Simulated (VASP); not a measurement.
Write the native input for VASP 6.6.1 that does the following.

* Task: single point
* Functional: PBEsol
* Potentials or basis: VASP PAW PBE potentials, release 64 (Ca_sv)
* Cutoff: 520 eV
* k mesh: 12 × 12 × 8
* Occupations: gaussian, width 0.15 eV
* Spin: no spin polarisation
* Dipole correction: no
* Further INCAR settings: ALGO = Fast; EDIFF = 1e-06; NBANDS = 17

The structure of Ca lies in POSCAR:

```
Ca
1.0
    4.2983994823      0.0000000000      0.0000000000
   -2.1491997411      3.7225231472      0.0000000000
    0.0000000000      0.0000000000      6.2592000000
Ca
2
Direct
    0.3333333333      0.6666666667      0.2500000000
    0.6666666667      0.3333333333      0.7500000000
```

This isn't the form of Ca at room conditions, which is fcc.

This cell differs from its parent crystal: strain +0.080 along x and y, -0.040 along z.

These files were run (other wordings do the same):

INCAR

```
SYSTEM = Ca
PREC = Accurate
ENCUT = 520
EDIFF = 1E-6
ISMEAR = 0
SIGMA = 0.15
LREAL = .False.
LASPH = .True.
NELM = 80
ALGO = Fast
ISIF = 2
LWAVE = .False.
LCHARG = .True.
GGA = PS
LELF = .True.
LVHAR = .True.
NBANDS = 17
```

KPOINTS

```
Automatic mesh
0
Gamma
  12 12 8
  0 0 0
```

Potentials or basis: VASP PAW PBE potentials, release 64 (Ca_sv).

Run with:

```bash
$ cat potpaw_PBE.64/Ca_sv/POTCAR > POTCAR
$ mpirun -np 1 vasp_std > vasp.out
```

Results of the run:

```json
{"Pressure": "-2.5 GPa", "Band gap on the k mesh": "zero (bands 10 and 11 overlap by 0.49 eV)"}
```

Caveat: the cell differs from its parent crystal (strain +0.080 along x and y, -0.040 along z); the PAW data sets were made with another functional, which shifts forces and pressure a little.

Run time: 2.3 min on 1 thread of Intel(R) Xeon(R) Platinum 8259CL CPU @ 2.50GHz (Skylake/Cascade Lake), with other jobs on the host, peak memory 0.3 GiB.
